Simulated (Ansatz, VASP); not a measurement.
## One calculation of GaN, two programs

```
Ga N
1.0
     3.15255    0.00000    0.00000
    -1.57628    2.73019    0.00000
     0.00000    0.00000    5.13563
Ga N
2 2
Direct
  0.33333 0.66667 0.99973
  0.66667 0.33333 0.49973
  0.33333 0.66667 0.37627
  0.66667 0.33333 0.87627
```

Change from the starting cell: volume scaled by 0.94, PAW files.

Alike in both runs: task single point; functional PBE; k mesh 13 × 13 × 7; occupations fermi-dirac, width 0.1 eV; no spin polarisation.

|  | VASP | Ansatz |
| --- | --- | --- |
| version | VASP 6.6.1 | Ansatz 0.2.0 |
| potentials or method | VASP PAW PBE potentials, release 64 (Ga_d, N) | PAW with Ansatz's default frozen-core files, scalar-relativistic |
| plane-wave cutoff (eV) | 520 | 420 |
| valence electrons in the cell | 36 | 36 |

|  | VASP | Ansatz | Ansatz less VASP |
| --- | --- | --- | --- |
| pressure (GPa) | 12.3 | 12.3 | -0.02 |
| traceless stress, the component that is largest in VASP (GPa) | 0.07 | 0.04 | -0.032 |

With one functional, cell and mesh, what is left measures potentials, basis and numerics.
